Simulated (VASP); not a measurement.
# Ag (P6/mmm) in VASP: further runs

Runs on Ag. Level: RPBE. Tasks: single point.

Program: VASP 6.6.1. These are calculated values, not measurements. Logs are shortened: lines on timing, memory, paths and dates and some standing lists are left out, and cuts for length are marked.

## 1. The cell of the first run

Symmetry: P6/mmm, No. 191, hexagonal system. Conventional cell: a = 4.598 Å, b = 4.598 Å, c = 2.757 Å, α = 90.00°, β = 90.00°, γ = 120.00°. Within 3.6 Å of Ag (site symmetry 6/mmm) lie 14 Ag at 2.76 to 2.99 Å. Ag (site symmetry -6m2) has 11 Ag at 2.65 to 2.99 Å within 3.5 Å.

## 2. Single point, RPBE (volume scaled by 0.88)

The input, INCAR:

```
SYSTEM = Ag
  PREC = Accurate
  ENCUT = 520
  EDIFF = 1E-6
  ISMEAR = -1
  SIGMA = 0.1
  LREAL = .FALSE.
  LASPH = .TRUE.
  NELM = 60
  ALGO = Normal
  ISIF = 2
  LWAVE = .FALSE.
  LCHARG = .FALSE.
  GGA = RP
  NBANDS = 24
```

The input, KPOINTS:

```
regular mesh
0
G
  9 9 12
  0 0 0
```

The input, POSCAR:

```
Ag
1.0
    4.5984986915      0.0000000000      0.0000000000
   -2.2992493457      3.9824166861      0.0000000000
    0.0000000000      0.0000000000      2.7567922746
Ag
3
Direct
    1.0000000000      1.0000000000      0.0000000000
    0.3333333333      0.6666666667      0.5000000000
    0.6666666667      0.3333333333      0.5000000000
```

Potentials or basis: VASP PAW PBE potentials, release 64 (Ag).

On the command line:

```console
cat potpaw_PBE.64/Ag/POTCAR > POTCAR
mpirun -np 1 vasp_std > vasp.out
```

OUTCAR:

```text
SYSTEM = Ag
   PREC = Accurate
   ENCUT = 520
   EDIFF = 1E-6
   ISMEAR = -1
   LREAL = .FALSE.
   LASPH = .TRUE.
   NELM = 60
   ISIF = 2
   GGA = RP

 ion  position               nearest neighbor table
   1  0.000  0.000  0.000-   2 2.99   3 2.99   2 2.99   3 2.99   2 2.99   2 2.99   3 2.99   3 2.99
                             3 2.99   3 2.99   2 2.99   2 2.99
   2  0.333  0.667  0.500-   3 2.65   3 2.65   3 2.65   1 2.99   1 2.99   1 2.99   1 2.99   1 2.99
                             1 2.99
   3  0.667  0.333  0.500-   2 2.65   2 2.65   2 2.65   1 2.99   1 2.99   1 2.99   1 2.99   1 2.99
                             1 2.99

  LATTYP: Found a hexagonal cell.
 ALAT       =     4.5984986915
 C/A-ratio  =     0.5994983275

  Lattice vectors:

 A1 = (   4.5984986915,   0.0000000000,   0.0000000000)
 A2 = (  -2.2992493457,   3.9824166861,   0.0000000000)
 A3 = (   0.0000000000,   0.0000000000,   2.7567922746)

Analysis of symmetry for initial positions (statically):
=====================================================================
 Subroutine PRICEL returns:
 Original cell was already a primitive cell.

 Routine SETGRP: Setting up the symmetry group for a
 hexagonal supercell.

 Subroutine GETGRP returns: Found 24 space group operations
 (whereof 24 operations were pure point group operations)
 out of a pool of 24 trial point group operations.

The static configuration has the point symmetry D_6h.

Analysis of symmetry for dynamics (positions and initial velocities):
=====================================================================
 Subroutine PRICEL returns:
 Original cell was already a primitive cell.

 Routine SETGRP: Setting up the symmetry group for a
 hexagonal supercell.

 Subroutine GETGRP returns: Found 24 space group operations
 (whereof 24 operations were pure point group operations)
 out of a pool of 24 trial point group operations.

The dynamic configuration has the point symmetry D_6h.

 Subroutine INISYM returns: Found 24 space group operations
 (whereof 24 operations are pure point group operations),
 and found     1 'primitive' translations

----------------------------------------------------------------------------------------

                                     Primitive cell

  volume of cell :      50.4855

  direct lattice vectors                    reciprocal lattice vectors
     4.598498691  0.000000000  0.000000000     0.217462278  0.125551905  0.000000000
    -2.299249346  3.982416686  0.000000000     0.000000000  0.251103809  0.000000000
     0.000000000  0.000000000  2.756792275     0.000000000  0.000000000  0.362740425

  length of vectors
     4.598498691  4.598498691  2.756792275     0.251103809  0.251103809  0.362740425

  position of ions in fractional coordinates (direct lattice)
     0.000000000  0.000000000  0.000000000
     0.333333333  0.666666667  0.500000000
     0.666666667  0.333333333  0.500000000

  ion indices of the primitive-cell ions
   primitive index   ion index
                 1           1
                 2           2
                 3           3

----------------------------------------------------------------------------------------

 KPOINTS: regular mesh

Automatic generation of k-mesh.
 Grid dimensions read from file:
 generate k-points for:    9    9   12

 Generating k-lattice:

  Cartesian coordinates                     Fractional coordinates (reciprocal lattice)
     0.024162475  0.013950212  0.000000000     0.111111111 -0.000000000  0.000000000
     0.000000000  0.027900423  0.000000000     0.000000000  0.111111111  0.000000000
     0.000000000  0.000000000  0.030228369     0.000000000  0.000000000  0.083333333

  Length of vectors
     0.027900423  0.027900423  0.030228369

  Shift w.r.t. Gamma in fractional coordinates (k-lattice)
     0.000000000  0.000000000  0.000000000

 Subroutine IBZKPT returns following result:
 ===========================================

 Found     84 irreducible k-points:

 Following reciprocal coordinates:
            Coordinates               Weight
  0.000000  0.000000  0.000000      1.000000
  0.111111 -0.000000  0.000000      6.000000
  0.222222  0.000000  0.000000      6.000000
  0.333333 -0.000000  0.000000      6.000000
  0.444444  0.000000  0.000000      6.000000
  0.111111  0.111111  0.000000      6.000000
[... 16 lines left out ...]
  0.333333  0.222222  0.083333     24.000000
  0.333333  0.333333  0.083333      4.000000
 [... further k-points ...]
   k-points           NKPTS =     84   k-points in BZ     NKDIM =     84   number of bands    NBANDS=     24
   number of dos      NEDOS =    301   number of ions     NIONS =      3
   total plane-waves  NPLWV =  31104
   dimension x,y,z NGX =    36 NGY =   36 NGZ =   24
   dimension x,y,z NGXF=    72 NGYF=   72 NGZF=   48
   ions per type =               3
   NGX,Y,Z   is equivalent  to a cutoff of  13.01, 13.01, 14.47 a.u.
   NGXF,Y,Z  is equivalent  to a cutoff of  26.03, 26.03, 28.95 a.u.
 SYSTEM =  Ag
   PREC   = accura    normal or accurate (medium, high low for compatibility)
   ISTART =      0    job   : 0-new  1-cont  2-samecut
   ICHARG =      2    charge: 1-file 2-atom 10-const
   ISPIN  =      1    spin polarized calculation?
   LNONCOLLINEAR =      F non collinear calculations
   LSORBIT =      F    spin-orbit coupling
   LASPH  =      T    aspherical Exc in radial PAW
   ENCUT  =  520.0 eV  38.22 Ry    6.18 a.u.   8.55  8.55  5.13*2*pi/ulx,y,z
   NELM   =     60;   NELMIN=  2; NELMDL= -5     # of ELM steps
   EDIFF  = 0.1E-05   stopping-criterion for ELM
   LREAL  =      F    real-space projection
   EDIFFG = 0.1E-04   stopping-criterion for IOM
   NSW    =      0    number of steps for IOM
   IBRION =     -1    ionic relax: 0-MD 1-quasi-New 2-CG
   NFREE  =      0    steps in history (QN), initial steepest desc. (CG)
   ISIF   =      2    stress and relaxation
   ISYM   =      2    0-nonsym 1-usesym 2-fastsym
   POTIM  = 0.5000    time-step for ionic-motion
   TEBEG  =    0.0;   TEEND  =   0.0 temperature during run
   PSTRESS=    0.0 pullay stress
   NELECT =      33.0000    total number of electrons
   NUPDOWN=      -1.0000    fix difference up-down
   EMIN   =  10.00;   EMAX   =-10.00  energy-range for DOS
   EFERMI =   0.00;   METHOD = LEGACY
   ISMEAR =    -1;   SIGMA  =   0.10  broadening in eV -4-tet -1-fermi 0-gaus
   EFERMI_NEDOS =   21; number of points for ismear=-14 and -15
   IALGO  =     38    algorithm
   IMIX   =      4    mixing-type and parameters
     AMIX     =   0.40;   BMIX     =  1.00
     AMIX_MAG =   1.60;   BMIX_MAG =  1.00
  volume/ion in A,a.u.               =      16.83       113.56
  Fermi-wavevector in a.u.,A,eV,Ry     =   1.420770  2.684867 27.464561  2.018588
  Thomas-Fermi vector in A             =   2.541651
   LORBIT       =      0    0 simple, 1 ext, 2 COOP (PROOUT), +10 PAW based schemes
   GGA     = RP    functional components
   LHFCALC =     F    Hartree Fock is set to
   AEXX    =    0.0000 exact exchange contribution
   IVDW    =     0    specifies the selected vdW correction
   LEPSILON=     F    determine dielectric tensor
   LRPA    =     F    only Hartree local field effects (RPA)
 non-spin polarized calculation
  energy-cutoff  :      520.00
  volume of cell :       50.49
 maximum number of plane-waves:      1390
 NGX is ok and might be reduce to    36
   NGX = 17   NGY = 17   NGZ = 11

 number of electron      33.0000014 magnetization

 Free energy of the ion-electron system (eV)
  ---------------------------------------------------
  ext. energy  EPLUGINS =         0.00000000
  ---------------------------------------------------
  free energy    TOTEN  =        -6.20139390 eV

  energy without entropy =       -6.17558661  energy(sigma->0) =       -6.18849026

 E-fermi :   8.8275     XC(G=0): -12.1491

 val. band max:        8.7920531892   @ k =   0.3333   0.2222   0.3333
 cond. band min:       8.8909148045   @ k =   0.3333   0.3333   0.3333
 fundamental gap:      0.0988616153
 Fermi energy:         8.8275223085

 k-point     1 :       0.0000    0.0000    0.0000
  band No.  band energies     occupation
      1       0.9246      2.00000
      2       2.2633      2.00000
      3       3.3975      2.00000
      4       3.5887      2.00000
      5       3.6542      2.00000
      6       3.6542      2.00000
[... 16 lines left out ...]
     23      21.1289      0.00000
     24      26.4389      0.00000

 k-point     2 :       0.1111   -0.0000    0.0000
  band No.  band energies     occupation
      1       1.0610      2.00000
      2       2.3004      2.00000
      3       3.2504      2.00000
      4       3.3628      2.00000
      5       3.4133      2.00000
      6       3.5812      2.00000
[... 16 lines left out ...]
     23      21.3593      0.00000
     24      26.1178      0.00000

 k-point     3 :       0.2222    0.0000    0.0000
  band No.  band energies     occupation
      1       1.4502      2.00000
      2       2.3956      2.00000
      3       2.8400      2.00000
      4       3.2394      2.00000
      5       3.2415      2.00000
      6       3.5141      2.00000
[... 16 lines left out ...]
     23      22.0256      0.00000
     24      25.0520      0.00000

 k-point     4 :       0.3333   -0.0000    0.0000
  band No.  band energies     occupation
      1       2.0048      2.00000
      2       2.3944      2.00000
      3       2.6767      2.00000
      4       3.1107      2.00000
      5       3.1709      2.00000
      6       3.4092      2.00000
[... 16 lines left out ...]
     23      23.0653      0.00000
     24      23.6653      0.00000

 k-point     5 :       0.4444    0.0000    0.0000
  band No.  band energies     occupation
      1       2.1956      2.00000
      2       2.5885      2.00000
      3       2.7942      2.00000
      4       3.0136      2.00000
      5       3.1610      2.00000
      6       3.2937      2.00000
[... 451 lines left out ...]
 k-point    22 :       0.2222    0.2222    0.0833
  band No.  band energies     occupation
      1       2.2582      2.00000
      2       2.5596      2.00000
      3       2.7637      2.00000
      4       2.8600      2.00000
      5       3.2606      2.00000
      6       3.5267      2.00000
[... 16 lines left out ...]
     23      21.8995      0.00000
     24      22.0352      0.00000

 k-point    23 :       0.3333    0.2222    0.0833
  band No.  band energies     occupation
      1       2.2346      2.00000
      2       2.6577      2.00000
      3       2.7739      2.00000
      4       3.0251      2.00000
      5       3.1691      2.00000
      6       3.4454      2.00000
[... 16 lines left out ...]
     23      22.9660      0.00000
     24      23.1458      0.00000

 k-point    24 :       0.3333    0.3333    0.0833
  band No.  band energies     occupation
      1       2.1904      2.00000
      2       2.7049      2.00000
      3       2.7049      2.00000
      4       3.1158      2.00000
      5       3.1158      2.00000
      6       3.4149      2.00000
[... 16 lines left out ...]
     23      23.5092      0.00000
     24      23.8331      0.00000

 [... further k-points ...]
[... 5 lines left out ...]
  --------------------------------------------------------------------------------------
  -------------------------------------------------------------------------------------
  Total        4.1457763      4.1457763      3.7407356      0.0000000     -0.0000000      0.0000000
  in kB      131.5678076    131.5678076    118.7136837      0.0000000     -0.0000000      0.0000000
  external PRESSURE =     127.2830996 kB  Pullay stress =       0.0000000 kB

 VOLUME and BASIS-vectors are now :
 -----------------------------------------------------------------------------
  energy-cutoff  :      520.00
  volume of cell :       50.49
      direct lattice vectors                 reciprocal lattice vectors
     4.598498691  0.000000000  0.000000000     0.217462278  0.125551905  0.000000000
    -2.299249346  3.982416686  0.000000000     0.000000000  0.251103809  0.000000000
     0.000000000  0.000000000  2.756792275     0.000000000  0.000000000  0.362740425

 POSITION                                       TOTAL-FORCE (eV/Angst)
 -----------------------------------------------------------------------------------
      0.00000      0.00000      0.00000         0.000000      0.000000      0.000000
     -0.00000      2.65494      1.37840         0.000000      0.000000     -0.000000
      2.29925      1.32747      1.37840        -0.000000     -0.000000      0.000000
 -----------------------------------------------------------------------------------
    total drift:                                0.000000      0.000000     -0.000000

  FREE ENERGIE OF THE ION-ELECTRON SYSTEM (eV)
  ---------------------------------------------------
  free  energy   TOTEN  =        -6.2013939040 eV

  energy  without entropy=       -6.1755866095  energy(sigma->0) =       -6.18849026
```

Run time: 3.3 min. Hardware: 1 thread of AMD EPYC 7R13, shared host; peak memory 0.2 GiB.

Results:

```
Free energy : -6.2014 eV
Pressure    : 12.7 GPa
```

Caveat: the PAW data sets were made with another functional, which shifts forces and pressure a little.

## 3. Single point, RPBE (volume scaled by 0.92)

The input, INCAR:

```
SYSTEM = Ag
  ALGO = Normal
  EDIFF = 1E-7
  ENCUT = 520
  GGA = RP
  ISIF = 2
  ISMEAR = -1
  LASPH = .True.
  LCHARG = .False.
  LREAL = .False.
  LWAVE = .False.
  NBANDS = 24
  NELM = 80
  PREC = Accurate
  SIGMA = 0.1
```

The input, KPOINTS:

```
k-points
0
Gamma
  9 9 12
  0 0 0
```

The input, POSCAR:

```
Ag
1.0
    4.6671431205      0.0000000000      0.0000000000
   -2.3335715603      4.0418645055      0.0000000000
    0.0000000000      0.0000000000      2.7979444950
Ag
3
Direct
    1.0000000000      1.0000000000      0.0000000000
    0.3333333333      0.6666666667      0.5000000000
    0.6666666667      0.3333333333      0.5000000000
```

Potentials or basis: VASP PAW PBE potentials, release 64 (Ag).

On the command line:

```console
cat potpaw_PBE.64/Ag/POTCAR > POTCAR
mpirun -np 1 vasp_std > vasp.out
```

OUTCAR:

```text
SYSTEM = Ag
   EDIFF = 1E-7
   ENCUT = 520
   GGA = RP
   ISIF = 2
   ISMEAR = -1
   LASPH = .True.
   LREAL = .False.
   NELM = 80
   PREC = Accurate

 ion  position               nearest neighbor table
   1  0.000  0.000  0.000-   2 3.04   3 3.04   2 3.04   3 3.04   3 3.04   3 3.04   2 3.04   2 3.04
                             3 3.04   3 3.04   2 3.04   2 3.04
   2  0.333  0.667  0.500-   3 2.69   3 2.69   3 2.69   1 3.04   1 3.04   1 3.04   1 3.04   1 3.04
                             1 3.04
   3  0.667  0.333  0.500-   2 2.69   2 2.69   2 2.69   1 3.04   1 3.04   1 3.04   1 3.04   1 3.04
                             1 3.04

  LATTYP: Found a hexagonal cell.
 ALAT       =     4.6671431205
 C/A-ratio  =     0.5994983275

  Lattice vectors:

 A1 = (   4.6671431205,   0.0000000000,   0.0000000000)
 A2 = (  -2.3335715603,   4.0418645055,   0.0000000000)
 A3 = (   0.0000000000,   0.0000000000,   2.7979444950)

Analysis of symmetry for initial positions (statically):
=====================================================================
 Subroutine PRICEL returns:
 Original cell was already a primitive cell.

 Routine SETGRP: Setting up the symmetry group for a
 hexagonal supercell.

[... 163 lines left out ...]
  ---------------------------------------------------
  free energy    TOTEN  =        -6.34393989 eV

  energy without entropy =       -6.31659719  energy(sigma->0) =       -6.33026854

 E-fermi :   8.2184     XC(G=0): -11.8799

 val. band max:        8.2065704470   @ k =   0.4444   0.0000   0.0000
 cond. band min:       8.2496786808   @ k =   0.3333   0.3333   0.3333
 fundamental gap:      0.0431082337
 Fermi energy:         8.2184485812

 k-point     1 :       0.0000    0.0000    0.0000
  band No.  band energies     occupation
      1       0.6400      2.00000
      2       1.9295      2.00000
      3       2.9797      2.00000
      4       3.1577      2.00000
      5       3.2288      2.00000
      6       3.2288      2.00000
[... 637 lines left out ...]
     23      22.6362      0.00000
     24      22.8506      0.00000

 [... further k-points ...]
[... 5 lines left out ...]
  --------------------------------------------------------------------------------------
  -------------------------------------------------------------------------------------
  Total        2.5036863      2.5036863      2.1600272     -0.0000000      0.0000000      0.0000000
  in kB       76.0008628     76.0008628     65.5688923     -0.0000000      0.0000000      0.0000000
  external PRESSURE =      72.5235393 kB  Pullay stress =       0.0000000 kB

 VOLUME and BASIS-vectors are now :
 -----------------------------------------------------------------------------
  energy-cutoff  :      520.00
  volume of cell :       52.78
      direct lattice vectors                 reciprocal lattice vectors
     4.667143120  0.000000000  0.000000000     0.214263839  0.123705285  0.000000000
    -2.333571560  4.041864506  0.000000000     0.000000000  0.247410570  0.000000000
     0.000000000  0.000000000  2.797944495     0.000000000  0.000000000  0.357405232

 POSITION                                       TOTAL-FORCE (eV/Angst)
 -----------------------------------------------------------------------------------
      0.00000      0.00000      0.00000         0.000000      0.000000      0.000000
     -0.00000      2.69458      1.39897        -0.000000     -0.000000     -0.000000
      2.33357      1.34729      1.39897         0.000000      0.000000      0.000000
 -----------------------------------------------------------------------------------
    total drift:                                0.000000      0.000000     -0.000000

  FREE ENERGIE OF THE ION-ELECTRON SYSTEM (eV)
  ---------------------------------------------------
  free  energy   TOTEN  =        -6.3439398865 eV

  energy  without entropy=       -6.3165971906  energy(sigma->0) =       -6.33026854
```

OSZICAR:

```text
N       E                     dE             d eps       ncg     rms          rms(c)
DAV:   1     0.209529050894E+03    0.20953E+03   -0.16442E+04  4056   0.133E+03
DAV:   2    -0.352436140139E+01   -0.21305E+03   -0.19910E+03  4280   0.308E+02
DAV:   3    -0.689839695789E+01   -0.33740E+01   -0.33634E+01  4728   0.453E+01
DAV:   4    -0.691125994990E+01   -0.12863E-01   -0.12862E-01  4600   0.270E+00
DAV:   5    -0.691139689324E+01   -0.13694E-03   -0.13694E-03  4992   0.304E-01    0.833E+00
DAV:   6    -0.636716818461E+01    0.54423E+00   -0.14802E+00  4592   0.114E+01    0.568E+00
DAV:   7    -0.634903784207E+01    0.18130E-01   -0.27933E-02  4664   0.138E+00    0.313E+00
DAV:   8    -0.634388108967E+01    0.51568E-02   -0.29833E-03  4608   0.417E-01    0.143E-01
DAV:   9    -0.634389677734E+01   -0.15688E-04   -0.48408E-05  4968   0.108E-01    0.414E-02
DAV:  10    -0.634393566502E+01   -0.38888E-04   -0.30079E-05  4800   0.480E-02    0.339E-02
DAV:  11    -0.634393984277E+01   -0.41777E-05   -0.16191E-06  4776   0.119E-02    0.121E-03
DAV:  12    -0.634393988650E+01   -0.43737E-07   -0.44946E-08  3184   0.201E-03
   1 F= -.63439399E+01 E0= -.63302685E+01  d E =-.273427E-01
```

Run time: 3.4 min. Hardware: 1 thread of AMD EPYC 7R13, shared host; peak memory 0.2 GiB.

What came out:

```
Free energy : -6.3439 eV
Pressure    : 7.3 GPa
```

Stress tensor (GPa, compression positive):
```
7.60 0.00 0.00
0.00 7.60 0.00
0.00 0.00 6.56
```

Caveat: the PAW data sets were made with another functional, which shifts forces and pressure a little.

(Part 1 of 2 ends here.)
